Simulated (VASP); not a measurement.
Input of a VASP 6.6.1 run:

Contents of INCAR:

```
SYSTEM = LiCl
PREC = Accurate ; ENCUT = 520
EDIFF = 1E-6 ; ISMEAR = 0
SIGMA = 0.05 ; LREAL = .FALSE.
LASPH = .TRUE. ; NELM = 60
ALGO = Normal ; ISIF = 2
LWAVE = .FALSE. ; LCHARG = .FALSE.
GGA = PS ; NBANDS = 12
```

File KPOINTS:

```
regular mesh
0
G
  8 8 8
  0 0 0
```

The input POSCAR:

```
LiCl
1.0
    0.0000000000      2.6673504000      2.5647600000
    2.6673504000      0.0000000000      2.5647600000
    2.6673504000      2.6673504000      0.0000000000
Li Cl
1 1
Direct
    0.0000000000      0.0000000000      0.0000000000
    0.5000000000      0.5000000000      0.5000000000
```

Potentials or basis: VASP PAW PBE potentials, release 64 (Li_sv, Cl).

Run with:

```console
$ cat potpaw_PBE.64/Li_sv/POTCAR potpaw_PBE.64/Cl/POTCAR > POTCAR
$ mpirun -np 1 vasp_std > vasp.out
```

Question: What does it give for the band gap on the k mesh?

Answer: 5.69 eV.

Caveat: the cell differs from its parent crystal (strain +0.0400 x Voigt [1, 1, 0, 0, 0, 0]). A k mesh can miss the band edges.
